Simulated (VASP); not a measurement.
A run of VASP 6.6.1 is set up as follows.

File INCAR:

```
PREC = Accurate
ENCUT = 520
EDIFF = 1E-7
ISMEAR = 0
SIGMA = 0.1
LREAL = False
LASPH = True
NELM = 60
ALGO = Normal
ISIF = 2
LWAVE = False
LCHARG = True
GGA = PE
LELF = True
LVHAR = True
NBANDS = 41
```

File KPOINTS:

```
regular mesh
0
Gamma
  12 12 4
```

The input POSCAR:

```
SiGe2
1.0
    2.9644127325      0.0000000000      0.0000000000
   -1.4822063662      2.5672567337      0.0000000000
    0.0000000000      0.0000000000     14.1246688640
Si Ge
2 4
Direct
    0.3333333333      0.6666666667      0.2500000000
    0.6666666667      0.3333333333      0.7500000000
    0.3333333333      0.6666666667      0.9080504101
    0.3333333333      0.6666666667      0.5919495899
    0.6666666667      0.3333333333      0.0919495899
    0.6666666667      0.3333333333      0.4080504101
```

Potentials or basis: VASP PAW PBE potentials, release 64 (Si, Ge_d).

Command:

```bash
$ cat potpaw_PBE.64/Si/POTCAR potpaw_PBE.64/Ge_d/POTCAR > POTCAR
$ mpirun -np 1 vasp_std > vasp.out
```

(1) Predict the pressure.

(2) Predict the largest force.

Answers

(1) 0.0 GPa.

(2) 0.004 eV/Å.
